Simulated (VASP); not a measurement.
Crystal: Ta.

```
Ta
1.0
     1.66383   -5.27802    0.00000
     1.66383    5.27802    0.00000
     0.00000    0.00000    4.40337
Ta
4
Cartesian
  1.6638 4.2435 4.0071
  1.6638 -1.0345 2.5980
  1.6638 -4.2435 0.3963
  1.6638 1.0345 1.8054
```

| Property | Result |
| --- | --- |
| Program | VASP 6.6.1 |
| Task | relaxation of cell and atoms |
| Functional | PBEsol |
| Potentials or basis | VASP PAW PBE potentials, release 64 (Ta_pv) |
| Cutoff | 600 eV |
| k mesh | 6 × 6 × 4 |
| Occupations | gaussian, width 0.1 eV |
| Spin | no spin polarisation |

At the start: pressure 58.1 GPa; volume 19.33 Å³/atom.

Where does the relaxation end?

Over 27 steps the energy falls by 3688.9 meV/atom and the volume is 18.42 Å³/atom (-4.7 %); space group Fmmm (No. 69, to 0.05 Å).

The path:
| step | energy change (eV) | largest force (eV/Å) | pressure (GPa) | volume (Å³) |
| --- | --- | --- | --- | --- |
| 1 | 0.0000 | 12.1436 | 58.07 | 77.34 |
| 2 | 4.9178 | 0.6307 | -24.00 | 184.97 |
| 3 | -8.5685 | 1.3875 | -24.00 | 108.35 |
| 4 | -9.1616 | 2.5352 | -18.24 | 101.82 |
| 5 | -9.2713 | 3.6489 | -12.28 | 97.04 |
| 6 | -13.2467 | 2.5939 | -12.34 | 82.10 |
| 7 | 15.6837 | 27.3706 | 308.29 | 49.20 |
| 8 | -13.4623 | 2.8467 | -7.62 | 79.27 |
| 9 | -12.2763 | 4.3769 | 48.99 | 63.39 |
| 10 | -14.2287 | 1.9055 | -0.13 | 74.30 |
| 11 | -14.3487 | 0.4978 | 11.03 | 70.30 |
| 12 | -14.3840 | 0.9363 | 7.02 | 71.50 |
| 13 | -14.5564 | 1.1770 | -2.20 | 75.68 |
| 14 | -14.6537 | 0.6599 | 0.40 | 73.92 |
| 15 | -14.7216 | 0.1790 | -1.36 | 74.35 |
| 16 | -14.7217 | 0.1938 | -1.40 | 74.37 |
| 17 | -14.7225 | 0.1026 | 2.66 | 72.88 |
| 18 | -14.7277 | 0.1204 | 0.68 | 73.58 |
| 19 | -14.7367 | 0.0378 | 0.77 | 73.55 |
| 20 | -14.7375 | 0.0570 | 0.85 | 73.54 |
| 21 | -14.7434 | 0.0264 | -1.16 | 74.23 |
| 22 | -14.7434 | 0.0296 | -1.22 | 74.25 |
| 23 | -14.7492 | 0.0517 | -1.22 | 74.19 |
| 24 | -14.7515 | 0.1073 | -0.67 | 73.97 |
| 25 | -14.7540 | 0.0846 | -0.94 | 74.07 |
| 26 | -14.7555 | 0.0335 | 0.24 | 73.63 |
| 27 | -14.7555 | 0.0375 | 0.15 | 73.68 |

Final structure:
```
Ta
1.0
     1.55546   -5.02067    0.00000
     1.55546    5.02067    0.00000
     0.00000    0.00000    4.71746
Ta
4
Cartesian
  1.5555 3.6626 0.0017
  1.5555 -1.3580 2.3571
  1.5555 -3.6626 4.7158
  1.5555 1.3580 2.3604
```

Caveat: the PAW data sets were made with another functional, which shifts forces and pressure a little.
